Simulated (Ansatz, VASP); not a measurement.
## AlSn, level by level in two programs

```
CELL_PARAMETERS angstrom
4.11241 0.00000 0.00000
-2.05620 3.56145 0.00000
0.00000 0.00000 3.23934
ATOMIC_POSITIONS crystal
Sn 0.33333 0.66667 0.50000
Al 0.00000 0.00000 0.00000
```

Single points on this cell with VASP 6.6.1 and Ansatz 0.2.0. Each row is one pair of runs. Alike in all rows: spin: off; smearing: fermi-dirac, width 0.05 eV.

```csv
level,k mesh,"VASP's potentials, cutoff","Ansatz's potentials, cutoff","gap on the k mesh at the Fermi level (eV), VASP","gap on the k mesh at the Fermi level (eV), Ansatz","pressure (GPa), VASP","pressure (GPa), Ansatz"
LDA,7 × 7 × 8,"VASP PAW LDA potentials, release 64 (Sn_d, Al), 520 eV","Ansatz PAW, 420 eV",none,none,0.2,0.2
r2SCAN,7 × 7 × 8,"VASP PAW PBE potentials, release 64 (Sn_d, Al), 520 eV","Ansatz PAW, 500 eV",none,none,2.4,2.5
PBE0,4 × 4 × 6,"VASP PAW PBE potentials, release 64 (Sn_d, Al), 520 eV","Ansatz PAW, 420 eV",none,none,2.1,2.2
```

Pressure (GPa): the two programs differ by at most 0.13.

A gap of «none» marks a metal or a gap that the smearing closes.

The k mesh is coarse in some rows, so the values compare programs but aren't converged.
